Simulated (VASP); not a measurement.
Runs of VASP 6.6.1 on KF. The structure is that of space group Fm-3m (No. 225), or close to it. The cells are those of the table. 

```tsv
cell	gap on the mesh (eV)	pressure (GPa)
a = 3.734, b = 3.734, c = 3.781 Å, angles 59.6, 59.6, 60.8°, 2 atoms	6.92	0.4
a = 3.877, b = 3.877, c = 3.781 Å, angles 60.8, 60.8, 58.4°, 2 atoms	6.54	-1.8
a = 3.782, b = 3.782, c = 3.686 Å, angles 60.8, 60.8, 58.3°, 2 atoms	6.92	0.6
a = 3.686 Å, angles 60.0°, 2 atoms	(a)	2.5
a = 3.828, b = 3.828, c = 3.875 Å, angles 59.6, 59.6, 60.8°, 2 atoms	6.54	(b)
```

Alike in all rows: task single point; level r2SCAN; potentials or basis VASP PAW PBE potentials, release 64 (K_sv, F); no spin polarisation; k mesh 8 × 8 × 8; cutoff (eV) 520; smearing gaussian 0.05 eV.

Task: Fill in the values left out.

Result: (a) 7.24; (b) -2.0.

Caveats: the PAW data sets were made with another functional, which shifts forces and pressure a little.

A k mesh can miss the band edges.
